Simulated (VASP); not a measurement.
# Be (Im-3m) in VASP: notebook

Be is run at these levels: PBE; tasks: single point.

All numbers are computed with VASP 6.6.1; they aren't measurements. Logs are shortened: lines on timing, memory, paths and dates and some standing lists are left out, and cuts for length are marked.

## (1) The cell of the first run

The structure is cubic, space group Im-3m (No. 229). The conventional cell has a = 2.455 Å, b = 2.455 Å, c = 2.455 Å, α = 90.00°, β = 90.00°, γ = 90.00°. Be (site symmetry m-3m) has 14 Be at 2.13 to 2.46 Å within 2.8 Å.

## (2) Single point, PBE (volume scaled by 0.94)

INCAR reads:

```
  ALGO = Normal
  EDIFF = 1E-6
  ENCUT = 520
  GGA = PE
  ISIF = 2
  ISMEAR = -1
  LASPH = True
  LCHARG = False
  LREAL = False
  LWAVE = False
  NBANDS = 7
  NELM = 60
  PREC = Accurate
  SIGMA = 0.03
```

KPOINTS reads:

```
k-points
0
Gamma
  23 23 23
```

POSCAR reads:

```
Be
1.0
   -1.2275398764      1.2275398764      1.2275398764
    1.2275398764     -1.2275398764      1.2275398764
    1.2275398764      1.2275398764     -1.2275398764
Be
1
Direct
    0.0000000000      0.0000000000      0.0000000000
```

Potentials or basis: VASP PAW PBE potentials, release 64 (Be).

Started as:

```
cat potpaw_PBE.64/Be/POTCAR > POTCAR
mpirun -np 1 vasp_std > vasp.out
```

OUTCAR:

```text
EDIFF = 1E-6
   ENCUT = 520
   GGA = PE
   ISIF = 2
   ISMEAR = -1
   LASPH = True
   LREAL = False
   NELM = 60
   PREC = Accurate

 ion  position               nearest neighbor table
   1  0.000  0.000  0.000-

  LATTYP: Found a body centered cubic cell.
 ALAT       =     2.4550797528

  Lattice vectors:

 A1 = (  -1.2275398764,   1.2275398764,   1.2275398764)
 A2 = (   1.2275398764,  -1.2275398764,   1.2275398764)
 A3 = (   1.2275398764,   1.2275398764,  -1.2275398764)

Analysis of symmetry for initial positions (statically):
=====================================================================
 Subroutine PRICEL returns:
 Original cell was already a primitive cell.

 Routine SETGRP: Setting up the symmetry group for a
 body centered cubic supercell.

 Subroutine GETGRP returns: Found 48 space group operations
 (whereof 48 operations were pure point group operations)
 out of a pool of 48 trial point group operations.

The static configuration has the point symmetry O_h .

Analysis of symmetry for dynamics (positions and initial velocities):
=====================================================================
 Subroutine PRICEL returns:
 Original cell was already a primitive cell.

 Routine SETGRP: Setting up the symmetry group for a
 body centered cubic supercell.

 Subroutine GETGRP returns: Found 48 space group operations
 (whereof 48 operations were pure point group operations)
 out of a pool of 48 trial point group operations.

The dynamic configuration has the point symmetry O_h .

 Subroutine INISYM returns: Found 48 space group operations
 (whereof 48 operations are pure point group operations),
 and found     1 'primitive' translations

----------------------------------------------------------------------------------------

                                     Primitive cell

  volume of cell :       7.3989

  direct lattice vectors                    reciprocal lattice vectors
    -1.227539876  1.227539876  1.227539876     0.000000000  0.407318743  0.407318743
     1.227539876 -1.227539876  1.227539876     0.407318743  0.000000000  0.407318743
     1.227539876  1.227539876 -1.227539876     0.407318743  0.407318743  0.000000000

  length of vectors
     2.126161434  2.126161434  2.126161434     0.576035691  0.576035691  0.576035691

  position of ions in fractional coordinates (direct lattice)
     0.000000000  0.000000000  0.000000000

  ion indices of the primitive-cell ions
   primitive index   ion index
                 1           1

----------------------------------------------------------------------------------------

 KPOINTS: k-points

Automatic generation of k-mesh.
 Grid dimensions read from file:
 generate k-points for:   23   23   23

 Generating k-lattice:

  Cartesian coordinates                     Fractional coordinates (reciprocal lattice)
     0.000000000  0.017709511  0.017709511     0.043478261  0.000000000  0.000000000
     0.017709511  0.000000000  0.017709511     0.000000000  0.043478261  0.000000000
     0.017709511  0.017709511  0.000000000     0.000000000  0.000000000  0.043478261

  Length of vectors
     0.025045030  0.025045030  0.025045030

  Shift w.r.t. Gamma in fractional coordinates (k-lattice)
     0.000000000  0.000000000  0.000000000

 Subroutine IBZKPT returns following result:
 ===========================================

 Found    364 irreducible k-points:

 Following reciprocal coordinates:
            Coordinates               Weight
  0.000000  0.000000  0.000000      1.000000
  0.043478  0.000000  0.000000     12.000000
  0.086957  0.000000  0.000000     12.000000
  0.130435  0.000000  0.000000     12.000000
  0.173913  0.000000  0.000000     12.000000
  0.217391  0.000000  0.000000     12.000000
[... 16 lines left out ...]
  0.478261  0.043478 -0.000000     24.000000
  0.086957  0.086957  0.000000     24.000000
 [... further k-points ...]
   k-points           NKPTS =    364   k-points in BZ     NKDIM =    364   number of bands    NBANDS=      7
   number of dos      NEDOS =    301   number of ions     NIONS =      1
   total plane-waves  NPLWV =   4096
   dimension x,y,z NGX =    16 NGY =   16 NGZ =   16
   dimension x,y,z NGXF=    32 NGYF=   32 NGZF=   32
   ions per type =               1
   NGX,Y,Z   is equivalent  to a cutoff of  12.51, 12.51, 12.51 a.u.
   NGXF,Y,Z  is equivalent  to a cutoff of  25.02, 25.02, 25.02 a.u.
 SYSTEM =  unknown system
   PREC   = accura    normal or accurate (medium, high low for compatibility)
   ISTART =      0    job   : 0-new  1-cont  2-samecut
   ICHARG =      2    charge: 1-file 2-atom 10-const
   ISPIN  =      1    spin polarized calculation?
   LNONCOLLINEAR =      F non collinear calculations
   LSORBIT =      F    spin-orbit coupling
   LASPH  =      T    aspherical Exc in radial PAW
   ENCUT  =  520.0 eV  38.22 Ry    6.18 a.u.   3.95  3.95  3.95*2*pi/ulx,y,z
   NELM   =     60;   NELMIN=  2; NELMDL= -5     # of ELM steps
   EDIFF  = 0.1E-05   stopping-criterion for ELM
   LREAL  =      F    real-space projection
   EDIFFG = 0.1E-04   stopping-criterion for IOM
   NSW    =      0    number of steps for IOM
   IBRION =     -1    ionic relax: 0-MD 1-quasi-New 2-CG
   NFREE  =      0    steps in history (QN), initial steepest desc. (CG)
   ISIF   =      2    stress and relaxation
   ISYM   =      2    0-nonsym 1-usesym 2-fastsym
   POTIM  = 0.5000    time-step for ionic-motion
   TEBEG  =    0.0;   TEEND  =   0.0 temperature during run
   PSTRESS=    0.0 pullay stress
   NELECT =       2.0000    total number of electrons
   NUPDOWN=      -1.0000    fix difference up-down
   EMIN   =  10.00;   EMAX   =-10.00  energy-range for DOS
   EFERMI =   0.00;   METHOD = LEGACY
   ISMEAR =    -1;   SIGMA  =   0.03  broadening in eV -4-tet -1-fermi 0-gaus
   EFERMI_NEDOS =   21; number of points for ismear=-14 and -15
   IALGO  =     38    algorithm
   IMIX   =      4    mixing-type and parameters
     AMIX     =   0.40;   BMIX     =  1.00
     AMIX_MAG =   1.60;   BMIX_MAG =  1.00
  volume/ion in A,a.u.               =       7.40        49.93
  Fermi-wavevector in a.u.,A,eV,Ry     =   1.058512  2.000298 15.244623  1.120448
  Thomas-Fermi vector in A             =   2.193824
   LORBIT       =      0    0 simple, 1 ext, 2 COOP (PROOUT), +10 PAW based schemes
   GGA     = PE    functional components
   LHFCALC =     F    Hartree Fock is set to
   AEXX    =    0.0000 exact exchange contribution
   IVDW    =     0    specifies the selected vdW correction
   LEPSILON=     F    determine dielectric tensor
   LRPA    =     F    only Hartree local field effects (RPA)
 non-spin polarized calculation
  energy-cutoff  :      520.00
  volume of cell :        7.40
 maximum number of plane-waves:       212
   NGX =  7   NGY =  7   NGZ =  7

 number of electron       2.0000000 magnetization

 Free energy of the ion-electron system (eV)
  ---------------------------------------------------
  ext. energy  EPLUGINS =         0.00000000
  ---------------------------------------------------
  free energy    TOTEN  =        -3.65593943 eV

  energy without entropy =       -3.65544626  energy(sigma->0) =       -3.65569284

 E-fermi :   8.5109     XC(G=0): -10.8321

 val. band max:        8.4537832569   @ k =   0.3043   0.2609   0.0870
 cond. band min:       8.5437282408   @ k =   0.3043   0.3043   0.0000
 fundamental gap:      0.0899449839
 Fermi energy:         8.5109262202

 k-point     1 :       0.0000    0.0000    0.0000
  band No.  band energies     occupation
      1      -4.1380      2.00000
      2      28.8187      0.00000
      3      28.8187      0.00000
      4      28.8187      0.00000
      5      40.4148      0.00000
      6      40.4148      0.00000
      7      40.4148      0.00000

 k-point     2 :       0.0435    0.0000    0.0000
  band No.  band energies     occupation
      1      -4.0702      2.00000
      2      28.4740      0.00000
      3      28.5257      0.00000
      4      28.7345      0.00000
      5      39.4283      0.00000
      6      39.4814      0.00000
      7      40.8897      0.00000

 k-point     3 :       0.0870    0.0000    0.0000
  band No.  band energies     occupation
      1      -3.8666      2.00000
      2      27.4113      0.00000
      3      27.7688      0.00000
      4      28.4864      0.00000
      5      37.5023      0.00000
      6      37.8792      0.00000
      7      41.2077      0.00000

 k-point     4 :       0.1304    0.0000    0.0000
  band No.  band energies     occupation
      1      -3.5272      2.00000
      2      25.6589      0.00000
      3      26.7759      0.00000
      4      28.0913      0.00000
      5      36.1161      0.00000
      6      36.2917      0.00000
      7      40.6937      0.00000

 k-point     5 :       0.1739    0.0000    0.0000
  band No.  band energies     occupation
      1      -3.0520      2.00000
      2      23.4260      0.00000
      3      25.7214      0.00000
      4      27.5842      0.00000
      5      34.8393      0.00000
      6      35.3480      0.00000
      7      40.5654      0.00000

 k-point     6 :       0.2174    0.0000    0.0000
  band No.  band energies     occupation
      1      -2.4418      2.00000
      2      20.9780      0.00000
      3      24.7069      0.00000
      4      27.0144      0.00000
      5      33.5525      0.00000
      6      35.0142      0.00000
      7      40.7914      0.00000

 k-point     7 :       0.2609    0.0000    0.0000
  band No.  band energies     occupation
      1      -1.6995      2.00000
      2      18.5031      0.00000
      3      23.7878      0.00000
      4      26.4349      0.00000
      5      32.4425      0.00000
      6      34.9607      0.00000
      7      41.3259      0.00000

 k-point     8 :       0.3043    0.0000    0.0000
  band No.  band energies     occupation
      1      -0.8323      2.00000
      2      16.1120      0.00000
      3      22.9952      0.00000
      4      25.8923      0.00000
      5      31.5140      0.00000
      6      35.0876      0.00000
      7      42.1184      0.00000

 k-point     9 :       0.3478    0.0000    0.0000
  band No.  band energies     occupation
      1       0.1428      2.00000
      2      13.8779      0.00000
      3      22.3470      0.00000
      4      25.4225      0.00000
      5      30.7694      0.00000
      6      35.3211      0.00000
      7      43.1134      0.00000

 k-point    10 :       0.3913    0.0000    0.0000
  band No.  band energies     occupation
      1       1.1850      2.00000
      2      11.8722      0.00000
      3      21.8538      0.00000
      4      25.0511      0.00000
      5      30.2102      0.00000
      6      35.5926      0.00000
      7      44.2338      0.00000

 k-point    11 :       0.4348    0.0000    0.0000
  band No.  band energies     occupation
      1       2.1906      2.00000
      2      10.2165      0.00000
      3      21.5221      0.00000
      4      24.7952      0.00000
      5      29.8371      0.00000
      6      35.8316      0.00000
      7      45.3348      0.00000
[... 51 lines left out ...]
 k-point    17 :       0.2174    0.0435    0.0000
  band No.  band energies     occupation
      1      -2.0351      2.00000
      2      19.7536      0.00000
      3      23.9733      0.00000
      4      26.2886      0.00000
      5      33.5151      0.00000
      6      34.9429      0.00000
      7      41.0723      0.00000

 k-point    18 :       0.2609    0.0435    0.0000
  band No.  band energies     occupation
      1      -1.2283      2.00000
      2      17.3114      0.00000
      3      23.1287      0.00000
      4      25.6667      0.00000
      5      32.6088      0.00000
      6      35.0107      0.00000
      7      41.7382      0.00000

 k-point    19 :       0.3043    0.0435    0.0000
  band No.  band energies     occupation
      1      -0.3029      2.00000
      2      14.9906      0.00000
      3      22.4188      0.00000
      4      25.1118      0.00000
      5      31.8522      0.00000
      6      35.2207      0.00000
      7      42.6266      0.00000

 k-point    20 :       0.3478    0.0435    0.0000
  band No.  band energies     occupation
      1       0.7155      2.00000
      2      12.8590      0.00000
      3      21.8567      0.00000
      4      24.6547      0.00000
      5      31.2556      0.00000
      6      35.5040      0.00000
      7      43.6785      0.00000

 k-point    21 :       0.3913    0.0435   -0.0000
  band No.  band energies     occupation
      1       1.7630      2.00000
      2      11.0038      0.00000
      3      21.4504      0.00000
      4      24.3159      0.00000
      5      30.8255      0.00000
      6      35.7889      0.00000
      7      44.8025      0.00000

 k-point    22 :       0.4348    0.0435   -0.0000
  band No.  band energies     occupation
      1       2.6724      2.00000
      2       9.6052      0.00000
      3      21.2049      0.00000
      4      24.1081      0.00000
      5      30.5661      0.00000
      6      36.0017      0.00000
      7      45.8104      0.00000

 k-point    23 :       0.4783    0.0435   -0.0000
  band No.  band energies     occupation
      1       3.0733      2.00000
      2       9.0407      0.00000
      3      21.1228      0.00000
      4      24.0381      0.00000
      5      30.4794      0.00000
      6      36.0809      0.00000
      7      46.2749      0.00000

 k-point    24 :       0.0870    0.0870    0.0000
  band No.  band energies     occupation
      1      -3.3232      2.00000
      2      25.4815      0.00000
      3      25.6124      0.00000
      4      27.4029      0.00000
      5      35.6577      0.00000
      6      36.2348      0.00000
      7      40.5632      0.00000

 [... further k-points ...]
[... 5 lines left out ...]
  --------------------------------------------------------------------------------------
  -------------------------------------------------------------------------------------
  Total        0.3527587      0.3527587      0.3527587     -0.0000000     -0.0000000     -0.0000000
  in kB       76.3873526     76.3873526     76.3873526     -0.0000000     -0.0000000     -0.0000000
  external PRESSURE =      76.3873526 kB  Pullay stress =       0.0000000 kB

 VOLUME and BASIS-vectors are now :
 -----------------------------------------------------------------------------
  energy-cutoff  :      520.00
  volume of cell :        7.40
      direct lattice vectors                 reciprocal lattice vectors
    -1.227539876  1.227539876  1.227539876     0.000000000  0.407318743  0.407318743
     1.227539876 -1.227539876  1.227539876     0.407318743  0.000000000  0.407318743
     1.227539876  1.227539876 -1.227539876     0.407318743  0.407318743  0.000000000

 POSITION                                       TOTAL-FORCE (eV/Angst)
 -----------------------------------------------------------------------------------
      0.00000      0.00000      0.00000         0.000000     -0.000000      0.000000
 -----------------------------------------------------------------------------------
    total drift:                                0.000000      0.000000      0.000000

  FREE ENERGIE OF THE ION-ELECTRON SYSTEM (eV)
  ---------------------------------------------------
  free  energy   TOTEN  =        -3.6559394296 eV

  energy  without entropy=       -3.6554462563  energy(sigma->0) =       -3.65569284
```

It took 11 s on 1 thread of Intel Xeon 8259CL, shared host; peak memory 0.12 GiB.

Results:

| Quantity | Value |
| --- | --- |
| Free energy | -3.6559 eV |
| Pressure | 7.6 GPa |
| Band gap on the k mesh | zero (band 1 reaches 12.18 eV, above the bottom of band 2 at 7.08 eV) |

## (3) Single point, PBE (volume scaled by 0.98)

INCAR reads:

```
  ALGO = Normal
  EDIFF = 1E-6
  ENCUT = 520
  GGA = PE
  ISIF = 2
  ISMEAR = -1
  LASPH = T
  LCHARG = F
  LREAL = F
  LWAVE = F
  NBANDS = 7
  NELM = 100
  PREC = Accurate
  SIGMA = 0.03
```

KPOINTS is that of step 2.

POSCAR reads:

```
Be
1.0
   -1.2447104902      1.2447104902      1.2447104902
    1.2447104902     -1.2447104902      1.2447104902
    1.2447104902      1.2447104902     -1.2447104902
Be
1
Direct
    0.0000000000      0.0000000000      0.0000000000
```

Potentials or basis: VASP PAW PBE potentials, release 64 (Be).

Started as:

```
cat potpaw_PBE.64/Be/POTCAR > POTCAR
mpirun -np 1 vasp_std > vasp.out
```

It took 13 s on 1 thread of Intel Xeon 8259CL, shared host; peak memory 0.12 GiB.

The run converged. Its results:

```
Free energy            : -3.6651 eV
Pressure               : 1.8 GPa
Band gap on the k mesh : zero (band 1 reaches 11.70 eV, above the bottom of band 2 at 6.76 eV)
```

Levels at points of the mesh, in eV from the Fermi level:
```tsv
k point	band 1	band 2	band 3	band 4	band 5	band 6
(0.00, 0.00, 0.00)	-12.40	19.62	19.62	19.62	31.06	31.06
```

(Part 1 of 2 ends here.)
